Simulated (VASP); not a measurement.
Here is a VASP 6.6.1 calculation.

INCAR

```
SYSTEM = AlN
PREC = Accurate ; ENCUT = 520
EDIFF = 1E-6 ; ISMEAR = 0
SIGMA = 0.01 ; LREAL = .FALSE.
LASPH = .TRUE. ; NELM = 80
ALGO = Normal ; ISIF = 2
LWAVE = .FALSE. ; LCHARG = .FALSE.
GGA = CA ; NBANDS = 16
```

The input KPOINTS:

```
regular mesh
0
G
  12 12 4
  0 0 0
```

POSCAR

```
AlN
1.0
    3.0602270932      0.0000000000      0.0000000000
   -1.5301135466      2.6502344021      0.0000000000
    0.0000000000      0.0000000000      4.8965599586
Al N
2 2
Direct
    0.3333333333      0.6666666667      0.0000000000
    0.6666666667      0.3333333333      0.5000000000
    0.3333333333      0.6666666667      0.3800000000
    0.6666666667      0.3333333333      0.8800000000
```

Potentials or basis: VASP PAW LDA potentials, release 64 (Al, N).

Run with:

```sh
$ cat potpaw_LDA.64/Al/POTCAR potpaw_LDA.64/N/POTCAR > POTCAR
$ mpirun -np 1 vasp_std > vasp.out
```

**Question.** What does it give for the pressure?

**Answer.** 7.0 GPa.

**Question.** What does it give for the largest force?

**Answer.** 0.160 eV/Å.

Forces in eV/Å, atoms in the order of the input:
```
Al   0.000  0.000 -0.160
Al   0.000  0.000 -0.160
N    0.000  0.000  0.160
N    0.000  0.000  0.160
```

Caveat: the cell stands under pressure.
